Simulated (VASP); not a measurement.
# AlN (wurtzite) (P6_3mc) in VASP: notebook

Runs on AlN (wurtzite). Level: r2SCAN. Tasks: single point.

Program: VASP 6.6.1. These are calculated values, not measurements. Logs are shortened: lines on timing, memory, paths and dates and some standing lists are left out, and cuts for length are marked.

### Step 1. The cell of the first run

It takes space group P6_3mc (No. 186, hexagonal). Conventional cell: a = 3.107 Å, b = 3.107 Å, c = 4.953 Å, α = 90.00°, β = 90.00°, γ = 120.00°. Within 2.5 Å of Al (site symmetry 3m) lie 4 N at 1.89 Å. Within 2.5 Å of N (site symmetry 3m) lie 4 Al at 1.89 Å.

### Step 2. Single point, r2SCAN

Input file POSCAR:

```
AlN
1.0
    3.1067016190      0.0000000000      0.0000000000
   -1.5533508095      2.6904825240      0.0000000000
    0.0000000000      0.0000000000      4.9534457790
Al N
2 2
Direct
    0.3333333333      0.6666666667     -0.0002803975
    0.6666666667      0.3333333333      0.4997196025
    0.3333333333      0.6666666667      0.3822803975
    0.6666666667      0.3333333333      0.8822803975
```

Input file INCAR.step1:

```
PREC = Accurate ; ENCUT = 520
ISMEAR = 0 ; SIGMA = 0.01
LREAL = F ; LASPH = T
NELM = 60 ; NBANDS = 16
GGA = PE ; ALGO = Normal
EDIFF = 1E-4 ; LWAVE = T
LCHARG = F
```

Input file INCAR.step2:

```
PREC = Accurate ; ENCUT = 520
EDIFF = 1E-6 ; ISMEAR = 0
SIGMA = 0.01 ; LREAL = F
LASPH = T ; NELM = 60
ALGO = Normal ; ISIF = 2
LWAVE = F ; LCHARG = F
METAGGA = R2SCAN ; LMIXTAU = T
NBANDS = 16 ; ISTART = 1
```

Input file KPOINTS:

```
regular mesh
0
Gamma
  8 8 5
```

Potentials or basis: VASP PAW PBE potentials, release 64 (Al, N).

On the command line:

```
cat potpaw_PBE.64/Al/POTCAR potpaw_PBE.64/N/POTCAR > POTCAR
cp INCAR.step1 INCAR
mpirun -np 1 vasp_std > vasp.out
cp INCAR.step2 INCAR
mpirun -np 1 vasp_std > vasp.out
```

OUTCAR:

```text
PREC = Accurate
   ENCUT = 520
   EDIFF = 1E-6
   ISMEAR = 0
   LREAL = F
   LASPH = T
   NELM = 60
   ISIF = 2
   METAGGA = R2SCAN
   ISTART = 1

 ion  position               nearest neighbor table
   1  0.333  0.667  1.000-   4 1.89   4 1.89   4 1.89   3 1.89   2 3.06   2 3.06   2 3.06   2 3.06
                             2 3.06   2 3.06
   2  0.667  0.333  0.500-   3 1.89   3 1.89   3 1.89   4 1.89   1 3.06   1 3.06   1 3.06   1 3.06
                             1 3.06   1 3.06
   3  0.333  0.667  0.382-   2 1.89   2 1.89   2 1.89   1 1.89
   4  0.667  0.333  0.882-   1 1.89   1 1.89   1 1.89   2 1.89

  LATTYP: Found a hexagonal cell.
 ALAT       =     3.1067016190
 C/A-ratio  =     1.5944388572

  Lattice vectors:

 A1 = (   3.1067016190,   0.0000000000,   0.0000000000)
 A2 = (  -1.5533508095,   2.6904825240,   0.0000000000)
 A3 = (   0.0000000000,   0.0000000000,   4.9534457790)

Analysis of symmetry for initial positions (statically):
=====================================================================
 Subroutine PRICEL returns:
 Original cell was already a primitive cell.

 Routine SETGRP: Setting up the symmetry group for a
 hexagonal supercell.

 Subroutine GETGRP returns: Found 12 space group operations
 (whereof  6 operations were pure point group operations)
 out of a pool of 24 trial point group operations.

The static configuration has the point symmetry C_3v.
 The point group associated with its full space group is C_6v.

Analysis of symmetry for dynamics (positions and initial velocities):
=====================================================================
 Subroutine PRICEL returns:
 Original cell was already a primitive cell.

 Routine SETGRP: Setting up the symmetry group for a
 hexagonal supercell.

 Subroutine GETGRP returns: Found 12 space group operations
 (whereof  6 operations were pure point group operations)
 out of a pool of 24 trial point group operations.

The dynamic configuration has the point symmetry C_3v.
 The point group associated with its full space group is C_6v.

 Subroutine INISYM returns: Found 12 space group operations
 (whereof  6 operations are pure point group operations),
 and found     1 'primitive' translations

----------------------------------------------------------------------------------------

                                     Primitive cell

  volume of cell :      41.4035

  direct lattice vectors                    reciprocal lattice vectors
     3.106701619  0.000000000  0.000000000     0.321884791  0.185840270  0.000000000
    -1.553350809  2.690482524  0.000000000     0.000000000  0.371680541  0.000000000
     0.000000000  0.000000000  4.953445779     0.000000000  0.000000000  0.201879670

  length of vectors
     3.106701619  3.106701619  4.953445779     0.371680541  0.371680541  0.201879670

  position of ions in fractional coordinates (direct lattice)
     0.333333333  0.666666667  0.999719603
     0.666666667  0.333333333  0.499719603
     0.333333333  0.666666667  0.382280397
     0.666666667  0.333333333  0.882280397

  ion indices of the primitive-cell ions
   primitive index   ion index
                 1           1
                 2           2
                 3           3
                 4           4

----------------------------------------------------------------------------------------

 KPOINTS: regular mesh

Automatic generation of k-mesh.
 Grid dimensions read from file:
 generate k-points for:    8    8    5

 Generating k-lattice:

  Cartesian coordinates                     Fractional coordinates (reciprocal lattice)
     0.040235599  0.023230034  0.000000000     0.125000000  0.000000000  0.000000000
     0.000000000  0.046460068  0.000000000     0.000000000  0.125000000  0.000000000
     0.000000000  0.000000000  0.040375934     0.000000000  0.000000000  0.200000000

  Length of vectors
     0.046460068  0.046460068  0.040375934

  Shift w.r.t. Gamma in fractional coordinates (k-lattice)
     0.000000000  0.000000000  0.000000000

 Subroutine IBZKPT returns following result:
 ===========================================

 Found     30 irreducible k-points:

 Following reciprocal coordinates:
            Coordinates               Weight
  0.000000  0.000000  0.000000      1.000000
  0.125000  0.000000  0.000000      6.000000
  0.250000  0.000000  0.000000      6.000000
  0.375000 -0.000000  0.000000      6.000000
  0.500000  0.000000  0.000000      3.000000
  0.125000  0.125000  0.000000      6.000000
[... 16 lines left out ...]
  0.250000  0.000000  0.400000     12.000000
  0.375000 -0.000000  0.400000     12.000000
 [... further k-points ...]
   k-points           NKPTS =     30   k-points in BZ     NKDIM =     30   number of bands    NBANDS=     16
   number of dos      NEDOS =    301   number of ions     NIONS =      4
   total plane-waves  NPLWV =  23040
   dimension x,y,z NGX =    24 NGY =   24 NGZ =   40
   dimension x,y,z NGXF=    48 NGYF=   48 NGZF=   80
   ions per type =               2   2
   NGX,Y,Z   is equivalent  to a cutoff of  12.84, 12.84, 13.42 a.u.
   NGXF,Y,Z  is equivalent  to a cutoff of  25.69, 25.69, 26.85 a.u.
 SYSTEM =  unknown system
   PREC   = accura    normal or accurate (medium, high low for compatibility)
   ISTART =      1    job   : 0-new  1-cont  2-samecut
   ICHARG =      0    charge: 1-file 2-atom 10-const
   ISPIN  =      1    spin polarized calculation?
   LNONCOLLINEAR =      F non collinear calculations
   LSORBIT =      F    spin-orbit coupling
   LASPH  =      T    aspherical Exc in radial PAW
   ENCUT  =  520.0 eV  38.22 Ry    6.18 a.u.   5.78  5.78  9.21*2*pi/ulx,y,z
   NELM   =     60;   NELMIN=  2; NELMDL=  0     # of ELM steps
   EDIFF  = 0.1E-05   stopping-criterion for ELM
   LREAL  =      F    real-space projection
   EDIFFG = 0.1E-04   stopping-criterion for IOM
   NSW    =      0    number of steps for IOM
   IBRION =     -1    ionic relax: 0-MD 1-quasi-New 2-CG
   NFREE  =      0    steps in history (QN), initial steepest desc. (CG)
   ISIF   =      2    stress and relaxation
   ISYM   =      2    0-nonsym 1-usesym 2-fastsym
   POTIM  = 0.5000    time-step for ionic-motion
   TEBEG  =    0.0;   TEEND  =   0.0 temperature during run
   PSTRESS=    0.0 pullay stress
   NELECT =      16.0000    total number of electrons
   NUPDOWN=      -1.0000    fix difference up-down
   EMIN   =  10.00;   EMAX   =-10.00  energy-range for DOS
   EFERMI =   0.00;   METHOD = LEGACY
   ISMEAR =     0;   SIGMA  =   0.01  broadening in eV -4-tet -1-fermi 0-gaus
   EFERMI_NEDOS =   21; number of points for ismear=-14 and -15
   IALGO  =     38    algorithm
   IMIX   =      4    mixing-type and parameters
     AMIX     =   0.40;   BMIX     =  1.00
     AMIX_MAG =   1.60;   BMIX_MAG =  1.00
  volume/ion in A,a.u.               =      10.35        69.85
  Fermi-wavevector in a.u.,A,eV,Ry     =   1.192438  2.253381 19.346236  1.421908
  Thomas-Fermi vector in A             =   2.328476
   LORBIT       =      0    0 simple, 1 ext, 2 COOP (PROOUT), +10 PAW based schemes
   METAGGA = R2SCAN    functional components
   LHFCALC =     F    Hartree Fock is set to
   AEXX    =    0.0000 exact exchange contribution
   IVDW    =     0    specifies the selected vdW correction
   LEPSILON=     F    determine dielectric tensor
   LRPA    =     F    only Hartree local field effects (RPA)
 non-spin polarized calculation
 Gauss-broadening in eV      SIGMA  =   0.01
  energy-cutoff  :      520.00
  volume of cell :       41.40
 maximum number of plane-waves:      1132
 NGX is ok and might be reduce to    24
   NGX = 11   NGY = 11   NGZ = 19

 number of electron      15.9999997 magnetization

 Free energy of the ion-electron system (eV)
  ---------------------------------------------------
  ext. energy  EPLUGINS =         0.00000000
  ---------------------------------------------------
  free energy    TOTEN  =       -38.45528638 eV

  energy without entropy =      -38.45528638  energy(sigma->0) =      -38.45528638

 E-fermi :   6.0681     XC(G=0): -11.4398

 val. band max:        5.9995206834   @ k =   0.0000   0.0000   0.0000
 cond. band min:      10.9386459027   @ k =   0.0000   0.0000   0.0000
 fundamental gap:      4.9391252194
 Fermi energy:         6.0681137891

 k-point     1 :       0.0000    0.0000    0.0000
  band No.  band energies     occupation
      1     -10.0453      2.00000
      2      -7.8863      2.00000
      3      -0.1074      2.00000
      4       5.0525      2.00000
      5       5.0525      2.00000
      6       5.7292      2.00000
[... 8 lines left out ...]
     15      20.1079      0.00000
     16      20.2144      0.00000

 k-point     2 :       0.1250    0.0000    0.0000
  band No.  band energies     occupation
      1      -9.8460      2.00000
      2      -7.7780      2.00000
      3       0.1335      2.00000
      4       4.1891      2.00000
      5       4.8045      2.00000
      6       4.9207      2.00000
[... 8 lines left out ...]
     15      19.7988      0.00000
     16      19.9911      0.00000

 k-point     3 :       0.2500    0.0000    0.0000
  band No.  band energies     occupation
      1      -9.2926      2.00000
      2      -7.5256      2.00000
      3       0.8243      2.00000
      4       2.4540      2.00000
      5       3.4756      2.00000
      6       4.3294      2.00000
[... 8 lines left out ...]
     15      19.2011      0.00000
     16      20.2389      0.00000

 k-point     4 :       0.3750   -0.0000    0.0000
  band No.  band energies     occupation
      1      -8.5521      2.00000
      2      -7.3483      2.00000
      3       0.9928      2.00000
      4       1.8301      2.00000
      5       2.2503      2.00000
      6       3.9416      2.00000
[... 8 lines left out ...]
     15      19.3006      0.00000
     16      22.0203      0.00000
[... 324 lines left out ...]
 k-point    22 :       0.1250    0.0000    0.4000
  band No.  band energies     occupation
      1      -9.2649      2.00000
      2      -8.6492      2.00000
      3       1.8047      2.00000
      4       3.2561      2.00000
      5       4.6606      2.00000
      6       5.0908      2.00000
[... 8 lines left out ...]
     15      19.0687      0.00000
     16      19.0943      0.00000

 k-point    23 :       0.2500    0.0000    0.4000
  band No.  band energies     occupation
      1      -8.7731      2.00000
      2      -8.2392      2.00000
      3       1.5398      2.00000
      4       2.2361      2.00000
      5       3.8467      2.00000
      6       4.7009      2.00000
[... 8 lines left out ...]
     15      19.4631      0.00000
     16      20.0676      0.00000

 k-point    24 :       0.3750   -0.0000    0.4000
  band No.  band energies     occupation
      1      -8.1596      2.00000
      2      -7.7871      2.00000
      3       0.6336      2.00000
      4       1.0402      2.00000
      5       3.9236      2.00000
      6       4.3631      2.00000
[... 8 lines left out ...]
     15      19.5597      0.00000
     16      20.8725      0.00000

 [... further k-points ...]

------------------------ aborting loop because EDIFF is reached ----------------------------------------

  FORCE on cell =-STRESS in cart. coord.  units (eV):
  Direction    XX          YY          ZZ          XY          YZ          ZX
  --------------------------------------------------------------------------------------
  -------------------------------------------------------------------------------------
  Total        0.0372424      0.0372424      0.4062297      0.0000000      0.0000000     -0.0000000
  in kB        1.4411562      1.4411562     15.7197314      0.0000000      0.0000000     -0.0000000
  external PRESSURE =       6.2006813 kB  Pullay stress =       0.0000000 kB

 VOLUME and BASIS-vectors are now :
 -----------------------------------------------------------------------------
  energy-cutoff  :      520.00
  volume of cell :       41.40
      direct lattice vectors                 reciprocal lattice vectors
     3.106701619  0.000000000  0.000000000     0.321884791  0.185840270  0.000000000
    -1.553350809  2.690482524  0.000000000     0.000000000  0.371680541  0.000000000
     0.000000000  0.000000000  4.953445779     0.000000000  0.000000000  0.201879670

 POSITION                                       TOTAL-FORCE (eV/Angst)
 -----------------------------------------------------------------------------------
     -0.00000      1.79366      4.95206         0.000000      0.000000     -0.002417
      1.55335      0.89683      2.47533        -0.000000      0.000000     -0.002417
     -0.00000      1.79366      1.89361        -0.000000     -0.000000      0.002417
      1.55335      0.89683      4.37033        -0.000000      0.000000      0.002417
 -----------------------------------------------------------------------------------
    total drift:                               -0.000000      0.000000     -0.018570

  FREE ENERGIE OF THE ION-ELECTRON SYSTEM (eV)
  ---------------------------------------------------
  free  energy   TOTEN  =       -38.4552863824 eV

  energy  without entropy=      -38.4552863824  energy(sigma->0) =      -38.45528638
```

Wall time 24 s (1 thread of Intel Xeon 6975P-C (Granite Rapids), shared host); peak memory 0.16 GiB.

What came out:

```
Free energy            : -38.4553 eV
Pressure               : 0.6 GPa
Band gap on the k mesh : 4.94 eV, direct
```

Forces on the atoms (eV/Å):
```
Al   0.000  0.000 -0.002
Al   0.000  0.000 -0.002
N    0.000  0.000  0.002
N    0.000  0.000  0.002
```

Levels at points of the mesh, in eV from the valence-band top:
```
           k point  band 4  band 5  band 6  band 7  band 8  band 9  band 10  band 11  band 12  band 13
(0.00, 0.00, 0.00)   -0.95   -0.95   -0.27   -0.27    0.00    4.94     7.51    11.66    12.00    12.00
(0.50, 0.00, 0.00)   -4.25   -3.43   -2.20   -1.80   -0.74    6.47     6.53     9.06    11.27    11.71
```

Caveat: the PAW data sets were made with another functional, which shifts forces and pressure a little. r2SCAN opens gaps a little over a GGA but as a rule still falls short of measured ones.

### Step 3. Single point, r2SCAN

This run uses another cell than the first one, of 10.30 Å³/atom, 0.995 times its volume.

Input file POSCAR:

```
AlN
1.0
    3.0911681109      0.0000000000      0.0000000000
   -1.5455840554      2.6770301114      0.0000000000
    0.0000000000      0.0000000000      4.9783374663
Al N
2 2
Direct
    0.3333333333      0.6666666667      0.0006153801
    0.6666666667      0.3333333333      0.5006153801
    0.3333333333      0.6666666667      0.3813846199
    0.6666666667      0.3333333333      0.8813846199
```

Input file INCAR.step1:

```
PREC     = Accurate       # precision mode
ENCUT    = 520            # plane-wave cutoff, eV
ISMEAR   = 0              # smearing method
SIGMA    = 0.01           # smearing width, eV
LREAL    = F              # projectors in reciprocal space
LASPH    = T              # aspherical terms in the spheres
NELM     = 100            # most SCF steps
NBANDS   = 16             # bands
GGA      = PE             # functional
ALGO     = Normal         # electronic algorithm
EDIFF    = 1E-4           # SCF threshold, eV
LWAVE    = T              # write WAVECAR
LCHARG   = F              # write CHGCAR
```

Input file INCAR.step2:

```
PREC     = Accurate       # precision mode
ENCUT    = 520            # plane-wave cutoff, eV
EDIFF    = 1E-6           # SCF threshold, eV
ISMEAR   = 0              # smearing method
SIGMA    = 0.01           # smearing width, eV
LREAL    = F              # projectors in reciprocal space
LASPH    = T              # aspherical terms in the spheres
NELM     = 100            # most SCF steps
ALGO     = Normal         # electronic algorithm
ISIF     = 2              # what is computed and relaxed
LWAVE    = F              # write WAVECAR
LCHARG   = F              # write CHGCAR
METAGGA  = R2SCAN         # meta-GGA
LMIXTAU  = T            
NBANDS   = 16             # bands
ISTART   = 1
```

Input file KPOINTS:

```
Automatic mesh
0
Gamma
  8 8 5
```

Potentials or basis: VASP PAW PBE potentials, release 64 (Al, N).

On the command line:

```
cat potpaw_PBE.64/Al/POTCAR potpaw_PBE.64/N/POTCAR > POTCAR
cp INCAR.step1 INCAR
mpirun -np 1 vasp_std > vasp.out
cp INCAR.step2 INCAR
mpirun -np 1 vasp_std > vasp.out
```

Run time: 25 s. Hardware: 1 thread of Intel Xeon 6975P-C (Granite Rapids), shared host; peak memory 0.16 GiB.

Results (log left out):

* Free energy: -38.4532 eV
* Pressure: 1.8 GPa
* Band gap on the k mesh: 5.04 eV, direct

Stress tensor (GPa, compression positive):
```
2.41 0.00 0.00
0.00 2.41 0.00
0.00 0.00 0.70
```

Levels at points of the mesh, in eV from the valence-band top:
| k point | band 4 | band 5 | band 6 | band 7 | band 8 | band 9 | band 10 | band 11 | band 12 | band 13 |
| --- | --- | --- | --- | --- | --- | --- | --- | --- | --- | --- |
| (0.00, 0.00, 0.00) | -0.83 | -0.83 | -0.18 | -0.18 | 0.00 | 5.04 | 7.71 | 11.70 | 12.20 | 12.20 |
| (0.50, 0.00, 0.00) | -4.23 | -3.38 | -2.09 | -1.76 | -0.68 | 6.46 | 6.66 | 9.18 | 11.36 | 11.83 |

Caveat: the PAW data sets were made with another functional, which shifts forces and pressure a little. r2SCAN opens gaps a little over a GGA but as a rule still falls short of measured ones.

### Step 4. Single point, r2SCAN

This run uses another cell than the first one, of 10.40 Å³/atom, 1.005 times its volume.

Input file POSCAR:

```
AlN
1.0
    3.1067016190      0.0000000000      0.0000000000
   -1.5533508095      2.6904825240      0.0000000000
    0.0000000000      0.0000000000      4.9783374663
Al N
2 2
Direct
    0.3333333333      0.6666666667      0.0001702140
    0.6666666667      0.3333333333      0.5001702140
    0.3333333333      0.6666666667      0.3818297860
    0.6666666667      0.3333333333      0.8818297860
```

Input file INCAR.step1:

```
SYSTEM = AlN
PREC     = Accurate       ! precision mode
ENCUT    = 520            ! plane-wave cutoff, eV
ISMEAR   = 0              ! smearing method
SIGMA    = 0.01           ! smearing width, eV
LREAL    = .FALSE.        ! projectors in reciprocal space
LASPH    = .TRUE.         ! aspherical terms in the spheres
NELM     = 80             ! most SCF steps
NBANDS   = 16             ! bands
GGA      = PE             ! functional
ALGO     = Normal         ! electronic algorithm
EDIFF    = 1E-4           ! SCF threshold, eV
LWAVE    = .TRUE.         ! write WAVECAR
LCHARG   = .FALSE.        ! write CHGCAR
```

Input file INCAR.step2:

```
SYSTEM = AlN
PREC     = Accurate       ! precision mode
ENCUT    = 520            ! plane-wave cutoff, eV
EDIFF    = 1E-6           ! SCF threshold, eV
ISMEAR   = 0              ! smearing method
SIGMA    = 0.01           ! smearing width, eV
LREAL    = .FALSE.        ! projectors in reciprocal space
LASPH    = .TRUE.         ! aspherical terms in the spheres
NELM     = 80             ! most SCF steps
ALGO     = Normal         ! electronic algorithm
ISIF     = 2              ! what is computed and relaxed
LWAVE    = .FALSE.        ! write WAVECAR
LCHARG   = .FALSE.        ! write CHGCAR
METAGGA  = R2SCAN         ! meta-GGA
LMIXTAU  = .TRUE.       
NBANDS   = 16             ! bands
ISTART   = 1
```

Input file KPOINTS:

```
regular mesh
0
G
  8 8 5
  0 0 0
```

On the command line:

```
cat potpaw_PBE.64/Al/POTCAR potpaw_PBE.64/N/POTCAR > POTCAR
cp INCAR.step1 INCAR
mpirun -np 1 vasp_std > vasp.out
cp INCAR.step2 INCAR
mpirun -np 1 vasp_std > vasp.out
```

Run time: 25 s. Hardware: 1 thread of Intel Xeon 6975P-C (Granite Rapids), shared host; peak memory 0.16 GiB.

Results (log left out):

```
Free energy            : -38.4563 eV
Pressure               : -0.4 GPa
Band gap on the k mesh : 4.92 eV, direct
```

Levels at points of the mesh, in eV from the valence-band top:
| k point | band 6 | band 7 | band 8 | band 9 | band 10 | band 11 |
| --- | --- | --- | --- | --- | --- | --- |
| (0.00, 0.00, 0.00) | -0.23 | -0.23 | 0.00 | 4.92 | 7.54 | 11.62 |
| (0.50, 0.00, 0.00) | -2.14 | -1.77 | -0.71 | 6.45 | 6.56 | 9.05 |

Caveat: the PAW data sets were made with another functional, which shifts forces and pressure a little. r2SCAN opens gaps a little over a GGA but as a rule still falls short of measured ones.

(Part 1 of 2 ends here.)
